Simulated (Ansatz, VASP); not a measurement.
Two plane-wave programs on AlN

```
Al N
1.0
    -1.65675    2.86957    0.00000
     0.00000    0.00000    4.18746
     4.97025    2.86957    0.00000
Al N
4 4
Direct
  0.42395 0.75000 0.24272
  0.00000 0.75000 0.66667
  0.00000 0.25000 0.33333
  0.50000 0.25000 0.83333
  0.50000 0.25000 0.16667
  0.00000 0.25000 0.66667
  0.00000 0.75000 0.33333
  0.50000 0.75000 0.83333
```

Alike in both runs: task single point; functional PBE; k mesh 8 × 6 × 4; occupations gaussian, width 0.05 eV; no spin polarisation.

|  | VASP | Ansatz |
| --- | --- | --- |
| version | VASP 6.6.1 | Ansatz 0.2.0 |
| potentials or method | VASP PAW PBE potentials, release 64 (Al, N), cutoff 520 eV | scalar-relativistic, plane waves, PAW |
| valence electrons in the cell | 32 | 32 |

|  | VASP | Ansatz | Ansatz less VASP |
| --- | --- | --- | --- |
| gap on the k mesh at the Fermi level (eV) | 2.57 | 2.56 | -0.006 |
| least direct gap on the mesh (eV) | 2.57 | 2.56 | -0.006 |
| pressure (GPa) | 12.0 | 12.0 | +0.08 |
| traceless stress, the component that is largest in VASP (GPa) | -20.94 | -20.83 | +0.110 |
| rms of the force components (eV/Å) | 4.395 | 4.379 | -0.0163 |

Atom by atom the forces differ by 0.017 eV/Å (rms over components). With one functional, cell and mesh, what is left measures potentials, basis and numerics.
